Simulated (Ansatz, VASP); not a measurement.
One calculation of HgH3, two programs

```
Hg H
1.0
     3.08179    0.00000    0.00000
    -1.54090    2.66891    0.00000
     0.00000    0.00000    4.80510
Hg H
1 3
Direct
  0.00000 0.00000 0.00000
  0.78190 0.21810 0.50000
  0.78190 0.56381 0.50000
  0.43619 0.21810 0.50000
```

Alike in both runs: functional PBE; k mesh 6 × 6 × 4; occupations gaussian, width 0.1 eV; no spin polarisation.

Ansatz relaxed the structure, and its values are those at the end. VASP's run is a single point on that final structure, the one shown.

```csv
,VASP,Ansatz
version,VASP 6.6.1,Ansatz 0.2.0
potentials or method,"VASP PAW PBE potentials, release 64 (Hg, H), cutoff 520 eV","scalar-relativistic, plane waves, PAW"
valence electrons in the cell,15,23
```

|  | VASP | Ansatz | Ansatz less VASP |
| --- | --- | --- | --- |
| gap on the k mesh at the Fermi level (eV) | none | none | - |
| pressure (GPa) | -0.1 | -0.2 | -0.06 |
| rms of the force components (eV/Å) | 0.004 | 0.003 | -0.0015 |

A gap of «none» marks a metal or a gap that the smearing closes. VASP's potentials hold 15 valence electrons a cell and Ansatz's 23, so a difference there can come from the potentials and not from the codes.

The k mesh is coarse, so the values compare programs but aren't converged. Neither program's run includes spin-orbit coupling.
